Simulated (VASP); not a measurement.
Wanted: the native input for a VASP 6.6.1 run.

```yaml
Task: single point
Functional: PBEsol
Potentials_or_basis: VASP PAW PBE potentials, release 64 (K_sv, S)
Cutoff: 500 eV
k_mesh: 6 × 6 × 6
Occupations: gaussian, width 0.01 eV
Spin: no spin polarisation
Dipole_correction: no
Further_INCAR_settings: ALGO = Normal; EDIFF = 1e-06; NBANDS = 19
```

The structure of K2S lies in POSCAR:

```
K2S
1.0
    0.0000000000      3.5682879060      3.5682879060
    3.5682879060      0.0000000000      3.5682879060
    3.5682879060      3.5682879060      0.0000000000
K S
2 1
Direct
    0.2500000000      0.2500000000      0.2500000000
    0.7500000000      0.7500000000      0.7500000000
    0.0000000000      0.0000000000      0.0000000000
```

One way to write it, as run:

INCAR

```
SYSTEM = K2S
  ALGO = Normal
  EDIFF = 1E-6
  ENCUT = 500
  GGA = PS
  GGA_COMPAT = .False.
  ISIF = 2
  ISMEAR = 0
  LASPH = .True.
  LCHARG = .False.
  LREAL = .False.
  LWAVE = .False.
  NBANDS = 19
  NELM = 120
  PREC = Accurate
  SIGMA = 0.01
```

KPOINTS

```
k-points
0
Gamma
  6 6 6
  0 0 0
```

Potentials or basis: VASP PAW PBE potentials, release 64 (K_sv, S).

Command:

```console
$ cat potpaw_PBE.64/K_sv/POTCAR potpaw_PBE.64/S/POTCAR > POTCAR
$ mpirun -np 1 vasp_std > vasp.out
```

Results of the run:

```yaml
Pressure: 2.1 GPa
Band_gap_on_the_k_mesh: 2.54 eV (least direct gap 2.87 eV)
```

Caveat: the PAW data sets were made with another functional, which shifts forces and pressure a little.

Run time: 19 s on 1 thread of Intel(R) Xeon(R) 6975P-C (Granite Rapids), with other jobs on the host, peak memory 0.23 GiB.
